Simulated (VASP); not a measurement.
# H2C9 in VASP: notebook

H2C9 is run at these levels: LDA; tasks: single point.

Everything below comes from runs of VASP 6.6.1. Logs are shortened: lines on timing, memory, paths and dates and some standing lists are left out, and cuts for length are marked.

## Step 1: The cell of the first run

The cell holds a slab with vacuum, 22 atoms: a = 2.497 Å, b = 4.995 Å, c = 20.566 Å, α = 90.00°, β = 90.00°, γ = 90.00°.

## Step 2: Single point, LDA

File INCAR:

```
SYSTEM = H2C9
  PREC = Accurate
  ENCUT = 520
  EDIFF = 1E-7
  ISMEAR = 0
  SIGMA = 0.05
  LREAL = Auto
  LASPH = .True.
  NELM = 100
  ALGO = Normal
  ISIF = 2
  LWAVE = .False.
  LCHARG = .False.
  LDIPOL = .True.
  IDIPOL = 3
  DIPOL = 0.5 0.5 0.358
  GGA = CA
  NBANDS = 55
```

File KPOINTS:

```
regular mesh
0
Gamma
  10 5 1
  0 0 0
```

File POSCAR:

```
H2C9
1.0
    2.4973154970      0.0000000000      0.0000000000
    0.0000000000      4.9946309939      0.0000000000
    0.0000000000      0.0000000000     20.5658806949
C H
18 4
Direct
    0.0000000000      0.2500000000      0.2262196243
    0.0000000000      0.7500000000      0.2262196243
    0.0000000000      0.5000000000      0.2691516229
    0.0000000000      0.0000000000      0.2691516229
    0.5000000000      0.5000000000      0.3120836215
    0.5000000000      0.0000000000      0.3120836215
    0.5000000000      0.7500000000      0.3550156201
    0.5000000000      0.2500000000      0.3550156201
    0.0000000000      0.7536034242      0.3964327374
    0.0000000000      0.2463989560      0.3964316454
    0.0000000000     -0.0000192092      0.4420950121
    0.0000000000      0.4999999554      0.4346980600
    0.5000000000     -0.0000069255      0.4865842434
    0.5000000000      0.5000020332      0.4737199498
    0.5000000000      0.2670164472      0.5239592533
    0.5000000000      0.7329288931      0.5239479324
    0.0000000000      0.3636048661      0.5546335562
    0.0000000000      0.6363985709      0.5546335562
   -0.2843917683      0.2504266612      0.1890712551
    0.2843917683      0.2504266612      0.1890712551
    0.2843917683      0.7495733388      0.1890712551
   -0.2843917683      0.7495733388      0.1890712551
```

Potentials or basis: VASP PAW LDA potentials, release 64 (C, H).

Launch:

```console
$ cat potpaw_LDA.64/C/POTCAR potpaw_LDA.64/H/POTCAR > POTCAR
$ mpirun -np 1 vasp_std > vasp.out
```

OUTCAR:

```text
SYSTEM = H2C9
   PREC = Accurate
   ENCUT = 520
   EDIFF = 1E-7
   ISMEAR = 0
   LREAL = Auto
   LASPH = .True.
   NELM = 100
   ISIF = 2
   GGA = CA

 ion  position               nearest neighbor table
   1  0.000  0.250  0.226-  19 1.04  20 1.04   3 1.53   4 1.53
   2  0.000  0.750  0.226-  21 1.04  22 1.04   3 1.53   4 1.53
   3  0.000  0.500  0.269-   1 1.53   2 1.53   5 1.53   5 1.53
   4  0.000  0.000  0.269-   1 1.53   2 1.53   6 1.53   6 1.53
   5  0.500  0.500  0.312-   7 1.53   8 1.53   3 1.53   3 1.53
   6  0.500  0.000  0.312-   7 1.53   8 1.53   4 1.53   4 1.53
[... 8 lines left out ...]
  15  0.500  0.267  0.524-  17 1.48  17 1.48  13 1.54  14 1.56
  16  0.500  0.733  0.524-  18 1.48  18 1.48  13 1.54  14 1.56
  17  0.000  0.364  0.555-  18 1.36  15 1.48  15 1.48
  18  0.000  0.636  0.555-  17 1.36  16 1.48  16 1.48
  19  0.716  0.250  0.189-   1 1.04
  20  0.284  0.250  0.189-   1 1.04
  21  0.284  0.750  0.189-   2 1.04
  22  0.716  0.750  0.189-   2 1.04

  LATTYP: Found a simple orthorhombic cell.
 ALAT       =     2.4973154970
 B/A-ratio  =     2.0000000000
 C/A-ratio  =     8.2351952405

  Lattice vectors:

 A1 = (   2.4973154970,   0.0000000000,   0.0000000000)
 A2 = (   0.0000000000,   4.9946309939,   0.0000000000)
 A3 = (   0.0000000000,   0.0000000000,  20.5658806949)

Analysis of symmetry for initial positions (statically):
=====================================================================
 Subroutine PRICEL returns:
 Original cell was already a primitive cell.

 Routine SETGRP: Setting up the symmetry group for a
 simple orthorhombic supercell.

 Subroutine GETGRP returns: Found  2 space group operations
 (whereof  2 operations were pure point group operations)
 out of a pool of  8 trial point group operations.

The static configuration has the point symmetry C_1h.

Analysis of symmetry for dynamics (positions and initial velocities):
=====================================================================
 Subroutine PRICEL returns:
 Original cell was already a primitive cell.

 Routine SETGRP: Setting up the symmetry group for a
 simple orthorhombic supercell.

 Subroutine GETGRP returns: Found  2 space group operations
 (whereof  2 operations were pure point group operations)
 out of a pool of  8 trial point group operations.

The dynamic configuration has the point symmetry C_1h.
[... 141 lines left out ...]
   TEBEG  =    0.0;   TEEND  =   0.0 temperature during run
   PSTRESS=    0.0 pullay stress
   NELECT =      76.0000    total number of electrons
   NUPDOWN=      -1.0000    fix difference up-down
   EMIN   =  10.00;   EMAX   =-10.00  energy-range for DOS
   EFERMI =   0.00;   METHOD = LEGACY
   ISMEAR =     0;   SIGMA  =   0.05  broadening in eV -4-tet -1-fermi 0-gaus
   EFERMI_NEDOS =   21; number of points for ismear=-14 and -15
   IALGO  =     38    algorithm
   IMIX   =      4    mixing-type and parameters
     AMIX     =   0.40;   BMIX     =  1.00
     AMIX_MAG =   1.60;   BMIX_MAG =  1.00
  volume/ion in A,a.u.               =      11.66        78.69
  Fermi-wavevector in a.u.,A,eV,Ry     =   1.091368  2.062387 16.205691  1.191085
  Thomas-Fermi vector in A             =   2.227612
   LORBIT       =      0    0 simple, 1 ext, 2 COOP (PROOUT), +10 PAW based schemes
   GGA     = CA    functional components
   LHFCALC =     F    Hartree Fock is set to
   AEXX    =    0.0000 exact exchange contribution
   IVDW    =     0    specifies the selected vdW correction
   LEPSILON=     F    determine dielectric tensor
   LRPA    =     F    only Hartree local field effects (RPA)
 non-spin polarized calculation
 Gauss-broadening in eV      SIGMA  =   0.05
  energy-cutoff  :      520.00
  volume of cell :      256.52
 maximum number of plane-waves:      6975
 NGX is ok and might be reduce to    20
   NGX =  9   NGY = 19   NGZ = 77

 dipolmoment           0.000000      0.000000     -0.000126 electrons x Angstroem

 number of electron      76.0000016 magnetization

 dipolmoment           0.000000      0.000000      0.260941 electrons x Angstroem

 Free energy of the ion-electron system (eV)
  ---------------------------------------------------
  ext. energy  EPLUGINS =         0.00000000
  ---------------------------------------------------
  free energy    TOTEN  =      -188.17058037 eV

  energy without entropy =     -188.17058037  energy(sigma->0) =     -188.17058037

 E-fermi :   2.2995     XC(G=0):  -6.5055

 val. band max:        2.0850551188   @ k =   0.0000   0.0000   0.0000
 cond. band min:       3.2834980029   @ k =   0.0000   0.0000   0.0000
 fundamental gap:      1.1984428842
 Fermi energy:         2.2995391568

 k-point     1 :       0.0000    0.0000    0.0000
  band No.  band energies     occupation
      1     -20.1027      2.00000
      2     -18.9704      2.00000
      3     -17.3185      2.00000
      4     -15.4570      2.00000
      5     -15.3995      2.00000
      6     -15.0539      2.00000
[... 943 lines left out ...]
     49       9.6674      0.00000
     50       9.8907      0.00000
 [bands above 50 left out]

------------------------ aborting loop because EDIFF is reached ----------------------------------------

 vacuum level on the upper side and lower side of the slab       (xc-potential included)         1.689        -1.991

  FORCE on cell =-STRESS in cart. coord.  units (eV):
  Direction    XX          YY          ZZ          XY          YZ          ZX
  --------------------------------------------------------------------------------------
  -------------------------------------------------------------------------------------
  Total       38.8962276     -0.6331648      8.1001648      0.0000000      0.0043043      0.0000000
  in kB      242.9371503     -3.9546059     50.5918202      0.0000000      0.0268839      0.0000000
  external PRESSURE =      96.5247882 kB  Pullay stress =       0.0000000 kB

 VOLUME and BASIS-vectors are now :
 -----------------------------------------------------------------------------
  energy-cutoff  :      520.00
  volume of cell :      256.52
      direct lattice vectors                 reciprocal lattice vectors
     2.497315497  0.000000000  0.000000000     0.400429982  0.000000000  0.000000000
     0.000000000  4.994630994  0.000000000     0.000000000  0.200214991  0.000000000
     0.000000000  0.000000000 20.565880695     0.000000000  0.000000000  0.048624225

 POSITION                                       TOTAL-FORCE (eV/Angst)
 -----------------------------------------------------------------------------------
      0.00000      1.24866      4.65241         0.000000     -0.003966      1.902510
      0.00000      3.74597      4.65241         0.000000      0.003838      1.902480
      0.00000      2.49732      5.53534         0.000000     -0.000019     -1.790938
      0.00000      0.00000      5.53534         0.000000     -0.000103     -1.845430
      1.24866      2.49732      6.41827         0.000000     -0.000018     -0.107560
      1.24866      0.00000      6.41827         0.000000     -0.000050     -0.518507
[... 14 lines left out ...]
      0.71022      3.74384      3.88842         0.034376     -0.001569     -0.034899
      1.78710      3.74384      3.88842        -0.034376     -0.001569     -0.034899
 -----------------------------------------------------------------------------------
    total drift:                                0.000000      0.001412      0.004645

  FREE ENERGIE OF THE ION-ELECTRON SYSTEM (eV)
  ---------------------------------------------------
  free  energy   TOTEN  =      -188.1705803673 eV

  energy  without entropy=     -188.1705803673  energy(sigma->0) =     -188.17058037

 vacuum level on the upper side and lower side of the slab         7.600         3.825
```

OSZICAR:

```text
N       E                     dE             d eps       ncg     rms          rms(c)
DAV:   1     0.477446146847E+03    0.47745E+03   -0.36474E+04  1980   0.123E+03
DAV:   2    -0.148249201198E+03   -0.62570E+03   -0.59564E+03  2686   0.296E+02
DAV:   3    -0.199591260611E+03   -0.51342E+02   -0.50759E+02  2504   0.840E+01
[... 18 lines left out ...]
DAV:  22    -0.188170571272E+03   -0.14258E-04   -0.76334E-07  1821   0.206E-03    0.641E-04
DAV:  23    -0.188170578254E+03   -0.69814E-05   -0.38846E-07  1667   0.150E-03    0.391E-04
DAV:  24    -0.188170579990E+03   -0.17363E-05   -0.13030E-07  1794   0.152E-03    0.165E-04
DAV:  25    -0.188170580345E+03   -0.35521E-06   -0.21687E-08  1738   0.849E-04    0.127E-04
DAV:  26    -0.188170580367E+03   -0.22039E-07   -0.84057E-09  1752   0.394E-04
   1 F= -.18817058E+03 E0= -.18817058E+03  d E =-.590835E-11
```

Run time: 4.8 min. Hardware: 1 thread of Intel Xeon 6975P-C (Granite Rapids), shared host; peak memory 0.35 GiB.

Results:

```
Free energy            : -188.1706 eV
Largest force          : 1.903 eV/Å
Band gap on the k mesh : 1.20 eV
```

Forces in eV/Å, atoms in the order of the input:
```
C    0.000 -0.004  1.903
C    0.000  0.004  1.902
C    0.000  0.000 -1.791
C    0.000  0.000 -1.845
C    0.000  0.000 -0.108
C    0.000  0.000 -0.519
C    0.000  1.008 -1.058
C    0.000 -1.008 -1.058
C    0.000  0.021  0.007
C    0.000 -0.023  0.009
C    0.000  0.007  0.016
C    0.000 -0.002  0.000
C    0.000 -0.003  0.015
C    0.000 -0.003  0.003
C    0.000 -0.052  0.001
C    0.000  0.059  0.006
C    0.000 -0.057  1.328
C    0.000  0.054  1.328
H   -0.034  0.001 -0.035
H    0.034  0.001 -0.035
H    0.034 -0.002 -0.035
H   -0.034 -0.002 -0.035
```

## Step 3: Single point, LDA

File INCAR:

```
SYSTEM = H2C9
PREC     = Accurate       ! precision mode
ENCUT    = 520            ! plane-wave cutoff, eV
EDIFF    = 1E-6           ! SCF threshold, eV
ISMEAR   = 0              ! smearing method
SIGMA    = 0.05           ! smearing width, eV
LREAL    = Auto         
LASPH    = .True.         ! aspherical terms in the spheres
NELM     = 80             ! most SCF steps
ALGO     = Normal         ! electronic algorithm
ISIF     = 2              ! what is computed and relaxed
LWAVE    = .False.        ! write WAVECAR
LCHARG   = .True.         ! write CHGCAR
LDIPOL   = .True.       
IDIPOL   = 3            
DIPOL    = 0.5 0.5 0.361
GGA      = CA             ! functional
LELF     = .True.         ! ELF
LVHAR    = .True.       
LVACPOTAV= .True.       
NBANDS   = 55             ! bands
```

KPOINTS is that of step 2.

File POSCAR:

```
H2C9
1.0
    2.4973154970      0.0000000000      0.0000000000
    0.0000000000      4.9946309939      0.0000000000
    0.0000000000      0.0000000000     20.5658806949
C H
18 4
Direct
    0.0000000000      0.2500000000      0.2262196243
    0.0000000000      0.7500000000      0.2262196243
    0.0000000000      0.5000000000      0.2691516229
    0.0000000000      0.0000000000      0.2691516229
    0.5000000000      0.5000000000      0.3120836215
    0.5000000000      0.0000000000      0.3120836215
    0.5000000000      0.7500000000      0.3550156201
    0.5000000000      0.2500000000      0.3550156201
    0.0000000000      0.7525703803      0.3993600661
    0.0000000000      0.2474159544      0.3993632296
    0.0000000000     -0.0000426341      0.4469472988
    0.0000000000      0.5000021199      0.4403928663
    0.5000000000     -0.0000462974      0.4937047624
    0.5000000000      0.4999684840      0.4818646836
    0.5000000000      0.2684208482      0.5337471177
    0.5000000000      0.7314481776      0.5337619343
    0.0000000000      0.3619084419      0.5684914602
    0.0000000000      0.6378792051      0.5684914602
   -0.2843917683      0.2504266612      0.1890712551
    0.2843917683      0.2504266612      0.1890712551
    0.2843917683      0.7495733388      0.1890712551
   -0.2843917683      0.7495733388      0.1890712551
```

Potentials or basis: VASP PAW LDA potentials, release 64 (C, H).

Launch:

```console
$ cat potpaw_LDA.64/C/POTCAR potpaw_LDA.64/H/POTCAR > POTCAR
$ mpirun -np 1 vasp_std > vasp.out
```

It took 4.5 min on 1 thread of Intel Xeon 6975P-C (Granite Rapids), shared host; peak memory 0.36 GiB.

The run converged. Its results:

| Item | Value |
| --- | --- |
| Free energy | -188.2366 eV |
| Largest force | 1.910 eV/Å |
| Band gap on the k mesh | 0.99 eV (least direct gap 1.11 eV) |

Forces in eV/Å, atoms in the order of the input:
```
C    0.000  0.002  1.910
C    0.000 -0.002  1.910
C    0.000  0.000 -1.782
C    0.000  0.000 -1.818
C    0.000  0.000  0.272
C    0.000  0.000 -0.017
C    0.000  0.750  0.887
C    0.000 -0.751  0.889
C    0.000  0.013  0.009
C    0.000 -0.014  0.008
C    0.000  0.003  0.007
C    0.000 -0.003 -0.008
C    0.000 -0.002  0.014
C    0.000  0.000 -0.011
C    0.000 -0.047 -0.005
C    0.000  0.049 -0.008
C    0.000 -0.054 -1.057
C    0.000  0.057 -1.054
H   -0.035 -0.001 -0.037
H    0.035 -0.001 -0.037
H    0.035  0.001 -0.037
H   -0.035  0.001 -0.037
```

Levels at points of the mesh, in eV from the valence-band top:
```tsv
k point	band 34	band 35	band 36	band 37	band 38	band 39	band 40	band 41	band 42	band 43
(0.00, 0.00, 0.00)	-2.06	-1.43	-0.65	-0.55	0.00	1.11	1.96	2.96	3.91	4.17
(0.50, 0.00, 0.00)	-3.45	-3.13	-3.02	-2.60	-2.10	1.04	3.78	3.94	4.48	5.23
```
